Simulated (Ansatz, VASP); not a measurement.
Ti in VASP and in Ansatz

```
Ti
1.0
    -1.64100    1.64100    1.64100
     1.64100   -1.64100    1.64100
     1.64100    1.64100   -1.64100
Ti
1
Cartesian
  0.0000 0.0000 0.0000
```

Alike in both runs: task single point; functional PBEsol; k mesh 15 × 15 × 15; occupations fermi-dirac, width 0.15 eV; no spin polarisation.

|  | VASP | Ansatz |
| --- | --- | --- |
| version | VASP 6.6.1 | Ansatz 0.2.0 |
| potentials or method | VASP PAW PBE potentials, release 64 (Ti_sv), cutoff 520 eV | plane waves, PAW |
| valence electrons in the cell | 12 | 12 |

```tsv
	VASP	Ansatz	Ansatz less VASP
pressure (GPa)	-6.0	-5.8	+0.17
```

VASP's potentials were made for PBE, not for PBEsol. With one functional, cell and mesh, what is left measures potentials, basis and numerics.
